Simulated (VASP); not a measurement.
# CrCoC4N4 (P-43m) in VASP: relaxation of cell and atoms with PBE

Aim: the relaxation of cell and atoms of CrCoC4N4 with PBE.

Everything below comes from runs of VASP 6.6.1. Logs are shortened: lines on timing, memory, paths and dates and some standing lists are left out, and cuts for length are marked.

## (1) The cell of the first run

It takes space group P-43m (No. 215, cubic). Conventional cell: a = 5.907 Å, b = 5.907 Å, c = 5.907 Å, α = 90.00°, β = 90.00°, γ = 90.00°. Cr (site symmetry -43m) has 4 C at 1.94 Å within 2.6 Å. Co (site symmetry -43m) has 4 N at 2.01 Å within 2.7 Å. Within 1.6 Å of C (site symmetry 3m) lie 1 N at 1.17 Å. Within 1.6 Å of N (site symmetry 3m) lie 1 C at 1.17 Å.

## (2) Relaxation of cell and atoms, PBE, collinear spin, ferromagnetic start

Input file INCAR:

```
SYSTEM = CrCoC4N4
PREC     = Accurate       ! precision mode
ENCUT    = 600            ! plane-wave cutoff, eV
EDIFF    = 1E-7           ! SCF threshold, eV
ISMEAR   = 0              ! smearing method
SIGMA    = 0.1            ! smearing width, eV
LREAL    = .False.        ! projectors in reciprocal space
LASPH    = .True.         ! aspherical terms in the spheres
NELM     = 150            ! most SCF steps
ALGO     = Normal         ! electronic algorithm
ISIF     = 3              ! what is computed and relaxed
LWAVE    = .False.        ! write WAVECAR
LCHARG   = .False.        ! write CHGCAR
ISPIN    = 2              ! spin polarisation
MAGMOM   = 3 3 0 0 0 0 0 0 0 0 ! initial moments
LORBIT   = 11             ! projections on sites
LMAXMIX  = 4              ! l up to which the mixer works
GGA      = PE             ! functional
IBRION   = 2              ! ionic algorithm
NSW      = 90             ! ionic steps
EDIFFG   = -0.04          ! ionic threshold
```

Input file KPOINTS:

```
regular mesh
0
Gamma
  4 4 4
  0 0 0
```

Input file POSCAR:

```
CrCoC4N4
1.0
    5.9068706000      0.0000000000      0.0000000000
    0.0000000000      5.9068706000      0.0000000000
    0.0000000000      0.0000000000      5.9068706000
Cr Co C N
1 1 4 4
Direct
    0.0000000000      0.0000000000      0.0000000000
    0.5000000000      0.5000000000      0.5000000000
    0.1894243000      0.1894243000      0.1894243000
    0.1894243000      0.8105757000      0.8105757000
    0.8105757000      0.1894243000      0.8105757000
    0.8105757000      0.8105757000      0.1894243000
    0.3037826200      0.3037826200      0.3037826200
    0.3037826200      0.6962173800      0.6962173800
    0.6962173800      0.3037826200      0.6962173800
    0.6962173800      0.6962173800      0.3037826200
```

Potentials or basis: VASP PAW PBE potentials, release 64 (Cr_pv, Co, C, N).

On the command line:

```
cat potpaw_PBE.64/Cr_pv/POTCAR potpaw_PBE.64/Co/POTCAR potpaw_PBE.64/C/POTCAR potpaw_PBE.64/N/POTCAR > POTCAR
mpirun -np 1 vasp_std > vasp.out
```

OUTCAR:

```text
SYSTEM = CrCoC4N4
   PREC = Accurate
   ENCUT = 600
   EDIFF = 1E-7
   ISMEAR = 0
   LREAL = .False.
   LASPH = .True.
   NELM = 150
   ISIF = 3
   ISPIN = 2
   LORBIT = 11
   GGA = PE
   IBRION = 2
   NSW = 90
   EDIFFG = -0.04

 ion  position               nearest neighbor table
   1  0.000  0.000  0.000-   3 1.94   4 1.94   5 1.94   6 1.94
   2  0.500  0.500  0.500-   7 2.01   8 2.01   9 2.01  10 2.01
   3  0.189  0.189  0.189-   7 1.17   1 1.94
   4  0.189  0.811  0.811-   8 1.17   1 1.94
   5  0.811  0.189  0.811-   9 1.17   1 1.94
   6  0.811  0.811  0.189-  10 1.17   1 1.94
   7  0.304  0.304  0.304-   3 1.17   2 2.01
   8  0.304  0.696  0.696-   4 1.17   2 2.01
   9  0.696  0.304  0.696-   5 1.17   2 2.01
  10  0.696  0.696  0.304-   6 1.17   2 2.01

  LATTYP: Found a simple cubic cell.
 ALAT       =     5.9068706000

  Lattice vectors:

 A1 = (   5.9068706000,   0.0000000000,   0.0000000000)
 A2 = (   0.0000000000,   5.9068706000,   0.0000000000)
 A3 = (   0.0000000000,   0.0000000000,   5.9068706000)

Analysis of symmetry for initial positions (statically):
=====================================================================
 Subroutine PRICEL returns:
 Original cell was already a primitive cell.

 Routine SETGRP: Setting up the symmetry group for a
 simple cubic supercell.

 Subroutine GETGRP returns: Found 24 space group operations
 (whereof 24 operations were pure point group operations)
 out of a pool of 48 trial point group operations.

The static configuration has the point symmetry T_d .

Analysis of symmetry for dynamics (positions and initial velocities):
=====================================================================
 Subroutine PRICEL returns:
 Original cell was already a primitive cell.

 Routine SETGRP: Setting up the symmetry group for a
 simple cubic supercell.

 Subroutine GETGRP returns: Found 24 space group operations
 (whereof 24 operations were pure point group operations)
 out of a pool of 48 trial point group operations.

The dynamic configuration has the point symmetry T_d .

Analysis of structural, dynamic, and magnetic symmetry:
=====================================================================
 Subroutine PRICEL returns:
 Original cell was already a primitive cell.

 Routine SETGRP: Setting up the symmetry group for a
 simple cubic supercell.

 Subroutine GETGRP returns: Found 24 space group operations
 (whereof 24 operations were pure point group operations)
 out of a pool of 48 trial point group operations.

The overall configuration has the point symmetry T_d .

 Subroutine INISYM returns: Found 24 space group operations
 (whereof 24 operations are pure point group operations),
 and found     1 'primitive' translations

----------------------------------------------------------------------------------------

                                     Primitive cell

  volume of cell :     206.0973

  direct lattice vectors                    reciprocal lattice vectors
     5.906870600  0.000000000  0.000000000     0.169294381  0.000000000  0.000000000
     0.000000000  5.906870600  0.000000000     0.000000000  0.169294381  0.000000000
     0.000000000  0.000000000  5.906870600     0.000000000  0.000000000  0.169294381

  length of vectors
     5.906870600  5.906870600  5.906870600     0.169294381  0.169294381  0.169294381

  position of ions in fractional coordinates (direct lattice)
     0.000000000  0.000000000  0.000000000
     0.500000000  0.500000000  0.500000000
     0.189424300  0.189424300  0.189424300
     0.189424300  0.810575700  0.810575700
     0.810575700  0.189424300  0.810575700
     0.810575700  0.810575700  0.189424300
     0.303782620  0.303782620  0.303782620
     0.303782620  0.696217380  0.696217380
     0.696217380  0.303782620  0.696217380
     0.696217380  0.696217380  0.303782620

  ion indices of the primitive-cell ions
   primitive index   ion index
                 1           1
                 2           2
                 3           3
                 4           4
                 5           5
[... 29 lines left out ...]

 Found     10 irreducible k-points:

 Following reciprocal coordinates:
            Coordinates               Weight
  0.000000  0.000000  0.000000      1.000000
  0.250000  0.000000  0.000000      6.000000
  0.500000  0.000000  0.000000      3.000000
  0.250000  0.250000  0.000000     12.000000
  0.500000  0.250000  0.000000     12.000000
  0.500000  0.500000  0.000000      3.000000
  0.250000  0.250000  0.250000      8.000000
  0.500000  0.250000  0.250000     12.000000
  0.500000  0.500000  0.250000      6.000000
  0.500000  0.500000  0.500000      1.000000
   k-points           NKPTS =     10   k-points in BZ     NKDIM =     10   number of bands    NBANDS=     37
   number of dos      NEDOS =    301   number of ions     NIONS =     10
   total plane-waves  NPLWV = 110592
   dimension x,y,z NGX =    48 NGY =   48 NGZ =   48
   dimension x,y,z NGXF=    96 NGYF=   96 NGZF=   96
   ions per type =               1   1   4   4
   NGX,Y,Z   is equivalent  to a cutoff of  13.51, 13.51, 13.51 a.u.
   NGXF,Y,Z  is equivalent  to a cutoff of  27.02, 27.02, 27.02 a.u.
 SYSTEM =  CrCoC4N4
   PREC   = accura    normal or accurate (medium, high low for compatibility)
   ISTART =      0    job   : 0-new  1-cont  2-samecut
   ICHARG =      2    charge: 1-file 2-atom 10-const
   ISPIN  =      2    spin polarized calculation?
   LNONCOLLINEAR =      F non collinear calculations
   LSORBIT =      F    spin-orbit coupling
   LASPH  =      T    aspherical Exc in radial PAW
   ENCUT  =  600.0 eV  44.10 Ry    6.64 a.u.  11.80 11.80 11.80*2*pi/ulx,y,z
   NELM   =    150;   NELMIN=  2; NELMDL= -5     # of ELM steps
   EDIFF  = 0.1E-06   stopping-criterion for ELM
   LREAL  =      F    real-space projection
   EDIFFG = -.4E-01   stopping-criterion for IOM
   NSW    =     90    number of steps for IOM
   IBRION =      2    ionic relax: 0-MD 1-quasi-New 2-CG
   NFREE  =      1    steps in history (QN), initial steepest desc. (CG)
   ISIF   =      3    stress and relaxation
   ISYM   =      2    0-nonsym 1-usesym 2-fastsym
   POTIM  = 0.5000    time-step for ionic-motion
   TEBEG  =    0.0;   TEEND  =   0.0 temperature during run
   PSTRESS=    0.0 pullay stress
   NELECT =      57.0000    total number of electrons
   NUPDOWN=      -1.0000    fix difference up-down
   EMIN   =  10.00;   EMAX   =-10.00  energy-range for DOS
   EFERMI =   0.00;   METHOD = LEGACY
   ISMEAR =     0;   SIGMA  =   0.10  broadening in eV -4-tet -1-fermi 0-gaus
   EFERMI_NEDOS =   21; number of points for ismear=-14 and -15
   IALGO  =     38    algorithm
   IMIX   =      4    mixing-type and parameters
     AMIX     =   0.40;   BMIX     =  1.00
     AMIX_MAG =   1.60;   BMIX_MAG =  1.00
  volume/ion in A,a.u.               =      20.61       139.08
  Fermi-wavevector in a.u.,A,eV,Ry     =   1.066618  2.015616 15.479000  1.137674
  Thomas-Fermi vector in A             =   2.202208
   LORBIT       =     11    0 simple, 1 ext, 2 COOP (PROOUT), +10 PAW based schemes
   GGA     = PE    functional components
   LHFCALC =     F    Hartree Fock is set to
   AEXX    =    0.0000 exact exchange contribution
   IVDW    =     0    specifies the selected vdW correction
   LEPSILON=     F    determine dielectric tensor
   LRPA    =     F    only Hartree local field effects (RPA)
 conjugate gradient relaxation of ions
 spin polarized calculation
 Gauss-broadening in eV      SIGMA  =   0.10
  energy-cutoff  :      600.00
  volume of cell :      206.10
 maximum number of plane-waves:      6931
 NGX is ok and might be reduce to    48
   NGX = 23   NGY = 23   NGZ = 23

--------------------------------------- Ionic step        1  -------------------------------------------

 number of electron      57.0000016 magnetization       6.4806906

 Free energy of the ion-electron system (eV)
  ---------------------------------------------------
  ext. energy  EPLUGINS =         0.00000000
  ---------------------------------------------------
  free energy    TOTEN  =       -81.40986494 eV

  energy without entropy =      -81.32579861  energy(sigma->0) =      -81.36783178

------------------------ aborting loop because EDIFF is reached ----------------------------------------

  FORCE on cell =-STRESS in cart. coord.  units (eV):
  Direction    XX          YY          ZZ          XY          YZ          ZX
  --------------------------------------------------------------------------------------
  -------------------------------------------------------------------------------------
  Total        1.5781410      1.5781410      1.5781410     -0.0000000     -0.0000000      0.0000000
  in kB       12.2682897     12.2682897     12.2682897     -0.0000000     -0.0000000      0.0000000
  external PRESSURE =      12.2682897 kB  Pullay stress =       0.0000000 kB
[... 295 lines left out ...]
--------------------------------------- Ionic step        8  -------------------------------------------

 number of electron      57.0000009 magnetization       6.9826803

 Free energy of the ion-electron system (eV)
  ---------------------------------------------------
  ext. energy  EPLUGINS =         0.00000000
  ---------------------------------------------------
  free energy    TOTEN  =       -81.81079238 eV

  energy without entropy =      -81.74956743  energy(sigma->0) =      -81.78017990

 E-fermi :  -0.4899     XC(G=0):  -7.1016

 val. band max:       -0.5006191845   @ k =   0.5000   0.5000   0.0000
 cond. band min:      -0.4890572312   @ k =   0.2500   0.2500   0.0000
 fundamental gap:      0.0115619533
 Fermi energy:        -0.4898953913

 spin component 1

 k-point     1 :       0.0000    0.0000    0.0000
  band No.  band energies     occupation
      1     -44.7260      1.00000
      2     -44.7260      1.00000
      3     -44.7260      1.00000
      4     -18.6297      1.00000
      5     -18.4932      1.00000
      6     -18.4932      1.00000
[... 389 lines left out ...]
     36       3.6359      0.00000
     37       4.0506      0.00000
 Fermi energy:        -0.4898953913

 spin component 2

 k-point     1 :       0.0000    0.0000    0.0000
  band No.  band energies     occupation
      1     -41.4816      1.00000
      2     -41.4816      1.00000
      3     -41.4816      1.00000
      4     -18.4676      1.00000
      5     -18.3335      1.00000
      6     -18.3335      1.00000
[... 426 lines left out ...]
  FREE ENERGIE OF THE ION-ELECTRON SYSTEM (eV)
  ---------------------------------------------------
  free  energy   TOTEN  =       -81.8107923754 eV

  energy  without entropy=      -81.7495674305  energy(sigma->0) =      -81.78017990

 reached required accuracy - stopping structural energy minimisation

 total charge

# of ion       s       p       d       tot
------------------------------------------
    1        0.320   6.328   4.015  10.663
    2        0.401   0.561   7.089   8.051
    3        0.961   1.611   0.000   2.572
    4        0.961   1.611   0.000   2.572
    5        0.961   1.611   0.000   2.572
    6        0.961   1.611   0.000   2.572
    7        1.297   2.590   0.000   3.887
    8        1.297   2.590   0.000   3.887
    9        1.297   2.590   0.000   3.887
   10        1.297   2.590   0.000   3.887
--------------------------------------------------
tot          9.751  23.693  11.104  44.548

 magnetization (x)

# of ion       s       p       d       tot
------------------------------------------
    1        0.028   0.080   3.090   3.199
    2        0.009   0.080   2.412   2.501
    3       -0.005   0.000   0.000  -0.005
    4       -0.005   0.000   0.000  -0.005
    5       -0.005   0.000   0.000  -0.005
    6       -0.005   0.000   0.000  -0.005
    7        0.015   0.099   0.000   0.113
    8        0.015   0.099   0.000   0.113
    9        0.015   0.099   0.000   0.113
   10        0.015   0.099   0.000   0.113
--------------------------------------------------
tot          0.076   0.555   5.502   6.134
```

Run time: 35 min. Hardware: 1 thread of Oxide Virtual Turin-like, shared host; peak memory 0.48 GiB.

Results:

* Free energy: -81.8108 eV
* Relaxed volume: 20.89 Å³/atom
* Relaxed cell: a = 5.933 Å, b = 5.933 Å, c = 5.933 Å, α = 90.00°, β = 90.00°, γ = 90.00°
* Space group after relaxing (to 0.1 Å): P-43m (No. 215)
* Energy gained by relaxing: 40.1 meV/atom
* Ionic steps: 8
* Pressure after relaxing: 0.1 GPa
* Largest force after relaxing: 0.006 eV/Å
* Band gap on the k mesh: zero (filled and empty bands overlap)
* Net moment: 6.98 μB per cell
* Site moments: Cr +3.20; Co +2.50; C -0.01; N +0.11 μB
* Valence electrons inside the program's atomic spheres: Cr 10.66; Co 8.05; C 2.57; N 3.89

Forces on the atoms (eV/Å):
```
Cr   0.000  0.000  0.000
Co   0.000  0.000  0.000
C   -0.001 -0.001 -0.001
C   -0.001  0.001  0.001
C    0.001 -0.001  0.001
C    0.001  0.001 -0.001
N   -0.003 -0.003 -0.003
N   -0.003  0.003  0.003
N    0.003 -0.003  0.003
N    0.003  0.003 -0.003
```

The path:
```tsv
step	energy change (eV)	largest force (eV/Å)	pressure (GPa)	volume (Å³)
1	0.0000	1.6397	1.23	206.10
2	0.6178	6.0823	-7.56	210.84
3	-0.0601	1.8545	-1.05	207.12
4	-0.2373	1.3778	-0.86	207.69
5	-0.3991	0.3056	-0.24	208.89
6	-0.3998	0.2529	-0.18	208.98
7	-0.3864	0.9180	1.06	208.59
8	-0.4009	0.0059	0.09	208.89
```

Final structure:
```
Cr Co C N
1.0
     5.93345    0.00000    0.00000
     0.00000    5.93345    0.00000
     0.00000    0.00000    5.93345
Cr Co C N
1 1 4 4
Direct
  0.00000 0.00000 0.00000
  0.50000 0.50000 0.50000
  0.19954 0.19954 0.19954
  0.19954 0.80046 0.80046
  0.80046 0.19954 0.80046
  0.80046 0.80046 0.19954
  0.31390 0.31390 0.31390
  0.31390 0.68610 0.68610
  0.68610 0.31390 0.68610
  0.68610 0.68610 0.31390
```
